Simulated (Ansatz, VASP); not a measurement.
# FeO in VASP and in Ansatz

```
CELL_PARAMETERS angstrom
0.00000 2.15540 2.15540
2.15540 0.00000 2.15540
2.15540 2.15540 0.00000
ATOMIC_POSITIONS crystal
Fe 0.00000 0.00000 0.00000
O 0.50000 0.50000 0.50000
```

Alike in both runs: task single point; functional PBE; k mesh 11 × 11 × 11; occupations gaussian, width 0.023 eV; collinear spin.

```csv
,VASP,Ansatz
version,VASP 6.6.1,Ansatz 0.2.0
potentials or method,"VASP PAW PBE potentials, release 64 (Fe_sv, O)",Ansatz PAW
plane-wave cutoff (eV),600,420
valence electrons in the cell,22,22
```

Ansatz gave:

| Item | Value |
| --- | --- |
| gap on the k mesh at the Fermi level (eV) | none |
| pressure (GPa) | -0.3 |
| net moment per atom (μB) | 2.00 |
| size of the moment on the site where the two differ most (μB) | 3.45 |

Question: What did VASP give for the same quantities?

Answer: gap on the k mesh at the Fermi level (eV): none; pressure (GPa): -2.6; net moment per atom (μB): 2.00; size of the moment on the site where the two differ most (μB): 3.48.

Site moments also hang on the region over which each program counts them. A gap of «none» marks a metal or a gap that the smearing closes.
